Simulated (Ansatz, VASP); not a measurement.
SnS3 in VASP and in Ansatz

```
Sn S
1.0
    -1.84216    1.84216    6.50576
     1.84216   -1.84216    6.50576
     1.84216    1.84216   -6.50576
Sn S
1 3
Direct
  0.00000 0.00000 0.00000
  0.75000 0.25000 0.50000
  0.25000 0.75000 0.50000
  0.50000 0.50000 0.00000
```

Change from the starting cell: species swapped into the Ga3Hg type (I4/mmm, No. 139).

Alike in both runs: functional PBE; k mesh 6 × 6 × 6; occupations gaussian, width 0.1 eV; no spin polarisation.

Ansatz relaxed the structure, and its values are those at the end. VASP's run is a single point on that final structure, the one shown.

```csv
,VASP,Ansatz
version,VASP 6.6.1,Ansatz 0.2.0
potentials or method,"VASP PAW PBE potentials, release 64 (Sn_d, S), cutoff 520 eV","scalar-relativistic, plane waves, PAW"
valence electrons in the cell,32,32
```

```tsv
	VASP	Ansatz	Ansatz less VASP
gap on the k mesh at the Fermi level (eV)	none	none	-
pressure (GPa)	0.0	0.0	+0.05
```

A gap of «none» marks a metal or a gap that the smearing closes. With one functional, cell and mesh, what is left measures potentials, basis and numerics.

The k mesh is coarse, so the values compare programs but aren't converged.
